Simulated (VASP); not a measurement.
Wanted: the native input for a VASP 6.6.1 run.

- Task: single point
- Functional: r2SCAN
- Potentials or basis: VASP PAW PBE potentials, release 64 (Cd)
- Cutoff: 520 eV
- k mesh: 15 × 15 × 7
- Occupations: fermi-dirac, width 0.1 eV
- Spin: no spin polarisation
- Dipole correction: no
- Further INCAR settings: ALGO = Normal; EDIFF = 1e-06; NBANDS = 19

The system is Cd.

```
Cd
1.0
    -2.11331    1.79436    1.39861
     1.79436   -2.11331    1.39861
     3.98341    3.98341   -1.98277
Cd
2
Direct
  0.87504 0.12496 0.00000
  0.87496 0.12504 0.50000
```

The input as run:

POSCAR

```
Cd
1.0
   -2.1133146008      1.7943617023      1.3986102567
    1.7943617023     -2.1133146008      1.3986102567
    3.9834134986      3.9834134986     -1.9827730745
Cd
2
Direct
    0.8750370714      0.1249629286      1.0000000000
    0.8749629286      0.1250370714      0.5000000000
```

INCAR.step1

```
ALGO = Normal
EDIFF = 1E-4
ENCUT = 520
GGA = PE
ISMEAR = -1
LASPH = T
LCHARG = F
LREAL = F
LWAVE = T
NBANDS = 19
NELM = 80
PREC = Accurate
SIGMA = 0.1
```

INCAR.step2

```
ALGO = Normal
EDIFF = 1E-6
ENCUT = 520
ISIF = 2
ISMEAR = -1
ISTART = 1
LASPH = T
LCHARG = F
LMIXTAU = T
LREAL = F
LWAVE = F
METAGGA = R2SCAN
NBANDS = 19
NELM = 80
PREC = Accurate
SIGMA = 0.1
```

KPOINTS

```
k-points
0
Gamma
  15 15 7
```

Potentials or basis: VASP PAW PBE potentials, release 64 (Cd).

Launch:

```console
$ cat potpaw_PBE.64/Cd/POTCAR > POTCAR
$ cp INCAR.step1 INCAR
$ mpirun -np 1 vasp_std > vasp.out
$ cp INCAR.step2 INCAR
$ mpirun -np 1 vasp_std > vasp.out
```

Results of the run:

```
Pressure               : 6.2 GPa
Band gap on the k mesh : zero (bands 12 and 13 overlap by 3.24 eV)
```

Caveat: the cell stands under pressure; the PAW data sets were made with another functional, which shifts forces and pressure a little.

Wall time 17 min on 1 thread of Oxide Virtual Turin-like Processor, with other jobs on the host, peak memory 0.34 GiB.
